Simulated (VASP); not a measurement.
Write the native input for VASP 6.6.1 that does the following.

```
Task                   : single point
Functional             : r2SCAN
Potentials or basis    : VASP PAW PBE potentials, release 64 (F, Re, Ag)
Cutoff                 : 520 eV
k mesh                 : 6 × 6 × 6
Occupations            : fermi-dirac, width 0.1 eV
Spin                   : no spin polarisation
Dipole correction      : no
Further INCAR settings : ALGO = Normal; EDIFF = 1e-06; NBANDS = 40
```

ReAgF6:

```
F Re Ag
1.0
     3.56509    2.05831    2.46358
    -3.56509    2.05831    2.46358
     0.00000   -4.11661    2.46358
F Re Ag
6 1 1
Direct
  0.19260 0.92010 0.29050
  0.29050 0.19260 0.92010
  0.92010 0.29050 0.19260
  0.80740 0.07990 0.70950
  0.70950 0.80740 0.07990
  0.07990 0.70950 0.80740
  0.00000 0.00000 0.00000
  0.50000 0.50000 0.50000
```

These files were run (other wordings do the same):

POSCAR

```
ReAgF6
1.0
    3.5650876400      2.0583083300      2.4635826900
   -3.5650876400      2.0583083300      2.4635826900
    0.0000000000     -4.1166067900      2.4635826900
F Re Ag
6 1 1
Direct
    0.1926000000      0.9201000000      0.2905000000
    0.2905000000      0.1926000000      0.9201000000
    0.9201000000      0.2905000000      0.1926000000
    0.8074000000      0.0799000000      0.7095000000
    0.7095000000      0.8074000000      0.0799000000
    0.0799000000      0.7095000000      0.8074000000
    0.0000000000      0.0000000000      0.0000000000
    0.5000000000      0.5000000000      0.5000000000
```

INCAR.step1

```
SYSTEM = ReAgF6
PREC = Accurate
ENCUT = 520
ISMEAR = -1
SIGMA = 0.1
LREAL = .False.
LASPH = .True.
NELM = 100
NBANDS = 40
GGA = PE
ALGO = Normal
EDIFF = 1E-4
LWAVE = .True.
LCHARG = .False.
```

INCAR.step2

```
SYSTEM = ReAgF6
PREC = Accurate
ENCUT = 520
EDIFF = 1E-6
ISMEAR = -1
SIGMA = 0.1
LREAL = .False.
LASPH = .True.
NELM = 100
ALGO = Normal
ISIF = 2
LWAVE = .False.
LCHARG = .False.
METAGGA = R2SCAN
LMIXTAU = .True.
NBANDS = 40
ISTART = 1
```

KPOINTS

```
regular mesh
0
Gamma
  6 6 6
  0 0 0
```

Potentials or basis: VASP PAW PBE potentials, release 64 (F, Re, Ag).

The run is started by

```bash
$ cat potpaw_PBE.64/F/POTCAR potpaw_PBE.64/Re/POTCAR potpaw_PBE.64/Ag/POTCAR > POTCAR
$ cp INCAR.step1 INCAR
$ mpirun -np 1 vasp_std > vasp.out
$ cp INCAR.step2 INCAR
$ mpirun -np 1 vasp_std > vasp.out
```

It gave:

```yaml
Pressure: 54.5 GPa
Largest_force: 11.046 eV/Å
Band_gap_on_the_k_mesh: zero (band 30 reaches 3.78 eV, above the bottom of band 31 at 3.77 eV)
```

Caveat: the PAW data sets were made with another functional, which shifts forces and pressure a little; spin-orbit coupling is left out, which moves the levels of the heavy elements.

Wall time 3.8 min on 1 thread of Intel(R) Xeon(R) 6975P-C (Granite Rapids) (shared host), peak memory 0.32 GiB.
